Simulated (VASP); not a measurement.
Input of a VASP 6.6.1 run:

INCAR

```
SYSTEM = As
PREC = Accurate ; ENCUT = 520
EDIFF = 1E-7 ; ISMEAR = 0
SIGMA = 0.02 ; LREAL = .False.
LASPH = .True. ; NELM = 60
ALGO = Normal ; ISIF = 2
LWAVE = .False. ; LCHARG = .False.
LDIPOL = .True. ; IDIPOL = 3
DIPOL = 0.5 0.5 0.283 ; GGA = PE
IVDW = 12 ; NBANDS = 18
```

File KPOINTS:

```
Automatic mesh
0
Gamma
  12 12 1
  0 0 0
```

Contents of POSCAR:

```
As
1.0
    3.5793673928     -0.0000002748      0.0000000000
   -1.7896834584      3.0998232291      0.0000000000
    0.0000000000      0.0000000000     35.3725712000
As
4
Direct
    0.6666666667      0.3333333333      0.2294196972
    0.3333333333      0.6666666667      0.1899995883
    0.6666666667      0.3333333333      0.3359901479
    0.0000000000      0.0000000000      0.3754102568
```

Potentials or basis: VASP PAW PBE potentials, release 64 (As).

The run is started by

```console
$ cat potpaw_PBE.64/As/POTCAR > POTCAR
$ mpirun -np 1 vasp_std > vasp.out
```

Q: Estimate the largest force.

A: 0.114 eV/Å.

Q: What does it give for the dispersion energy per atom?

A: -0.254 eV.

Q: Predict the band gap on the k mesh.

A: 1.25 eV, indirect (least direct gap 1.59 eV).

Forces on the atoms (eV/Å):
```
As   0.000  0.000  0.111
As   0.000  0.000 -0.114
As   0.000  0.000 -0.111
As   0.000  0.000  0.114
```
